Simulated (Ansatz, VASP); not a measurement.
NaCl: VASP beside Ansatz

Contents of POSCAR:

```
NaCl
1.0
    0.0000000000      2.8317445743      2.8317445743
    2.8317445743      0.0000000000      2.8317445743
    2.8317445743      2.8317445743      0.0000000000
Na Cl
1 1
Direct
    0.0000000000      0.0000000000      0.0000000000
    0.5000000000      0.5000000000      0.5000000000
```

Contents of INCAR.step1:

```
SYSTEM = NaCl
PREC = Accurate
ENCUT = 520
ISMEAR = 0
SIGMA = 0.02
LREAL = .FALSE.
LASPH = .TRUE.
NELM = 80
NBANDS = 14
GGA = PE
ALGO = Normal
EDIFF = 1E-4
LWAVE = .TRUE.
LCHARG = .FALSE.
```

The input INCAR.step2:

```
SYSTEM = NaCl
PREC = Accurate
ENCUT = 520
EDIFF = 1E-7
ISMEAR = 0
SIGMA = 0.02
LREAL = .FALSE.
LASPH = .TRUE.
NELM = 80
ALGO = Normal
ISIF = 2
LWAVE = .FALSE.
LCHARG = .TRUE.
METAGGA = R2SCAN
LMIXTAU = .TRUE.
LELF = .TRUE.
LVHAR = .TRUE.
NBANDS = 14
ISTART = 1
```

KPOINTS

```
regular mesh
0
G
  8 8 8
  0 0 0
```

Input for Ansatz:

```yaml
crystal:
  lattice:
    - [0.0, 2.8317445743, 2.8317445743]
    - [2.8317445743, 0.0, 2.8317445743]
    - [2.8317445743, 2.8317445743, 0.0]
  atoms:
    - { symbol: Na, position: [0.0, 0.0, 0.0] }
    - { symbol: Cl, position: [0.5, 0.5, 0.5] }
basis:
  ecutwfc: 500
kpoints:
  mp_grid: { grid: [8, 8, 8] }
hamiltonian:
  xc: r2scan
scf:
  occupations: { method: gaussian, width: 0.02 }
output:
  forces: true
  stress: true
  eigenvalues: true
  write_density: true
  write_potential: true
  elf: true
  volumetric_format: npy
```

Alike in both runs: task single point; functional r2SCAN; k mesh 8 × 8 × 8; occupations gaussian, width 0.02 eV; no spin polarisation.

|  | VASP | Ansatz |
| --- | --- | --- |
| version | VASP 6.6.1 | Ansatz 0.2.0 |
| potentials or method | VASP PAW PBE potentials, release 64 (Na_pv, Cl), cutoff 520 eV | scalar-relativistic, plane waves, PAW |
| valence electrons in the cell | 14 | 16 |

Ansatz gave:

| Item | Value |
| --- | --- |
| gap on the k mesh at the Fermi level (eV) | 5.85 |
| least direct gap on the mesh (eV) | 5.85 |
| pressure (GPa) | -0.8 |

Problem. Which values does VASP return?

Solution. gap on the k mesh at the Fermi level (eV): 5.87; least direct gap on the mesh (eV): 5.87; pressure (GPa): -1.0.

VASP's potentials were made for PBE, not for r2SCAN. VASP's potentials hold 14 valence electrons a cell and Ansatz's 16, so a difference there can come from the potentials and not from the codes.
